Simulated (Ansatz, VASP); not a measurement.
**Two plane-wave programs on CuO**

Contents of INCAR:

```
SYSTEM = CuO
  PREC = Accurate
  ENCUT = 520
  EDIFF = 1E-7
  ISMEAR = -1
  SIGMA = 0.05
  LREAL = .FALSE.
  LASPH = .TRUE.
  NELM = 80
  ALGO = Normal
  ISIF = 2
  LWAVE = .FALSE.
  LCHARG = .FALSE.
  GGA = PE
  NBANDS = 16
```

Contents of KPOINTS:

```
Automatic mesh
0
G
  11 11 10
  0 0 0
```

File POSCAR:

```
CuO
1.0
    2.8551092674      0.0000000000      0.0000000000
   -1.4275546287      2.4725971575      0.0000000000
    0.0000000000      0.0000000000      2.7864451870
Cu O
1 1
Direct
    0.0000000000      0.0000000000      0.0000000000
    0.6666666667      0.3333333333      0.5000000000
```

input.yaml

```yaml
crystal:
  lattice:
    - [2.8551092674, 0.0, 0.0]
    - [-1.4275546287, 2.4725971575, 0.0]
    - [0.0, 0.0, 2.786445187]
  atoms:
    - { symbol: Cu, position: [0.0, 0.0, 0.0] }
    - { symbol: O, position: [0.6666666667, 0.3333333333, 0.5] }
hamiltonian:
  xc: pbe
  pseudopotentials: { kind: paw }
kpoints:
  mp_grid: { grid: [11, 11, 10] }
scf:
  occupations: { method: fermi_dirac, width: 0.05 }
output:
  forces: true
  stress: true
  eigenvalues: true
```

Alike in both runs: task single point; functional PBE; k mesh 11 × 11 × 10; occupations fermi-dirac, width 0.05 eV; no spin polarisation.

|  | VASP | Ansatz |
| --- | --- | --- |
| version | VASP 6.6.1 | Ansatz 0.2.0 |
| potentials or method | VASP PAW PBE potentials, release 64 (Cu, O) | Ansatz PAW |
| plane-wave cutoff (eV) | 520 | 420 |
| valence electrons in the cell | 17 | 25 |

Ansatz gave:

- gap on the k mesh at the Fermi level (eV): none
- pressure (GPa): -3.7
- traceless stress, the component that is largest in VASP (GPa): -7.22

What did VASP give for the same quantities?

gap on the k mesh at the Fermi level (eV): none; pressure (GPa): -3.4; traceless stress, the component that is largest in VASP (GPa): -7.23.

A gap of «none» marks a metal or a gap that the smearing closes. VASP's potentials hold 17 valence electrons a cell and Ansatz's 25, so a difference there can come from the potentials and not from the codes.
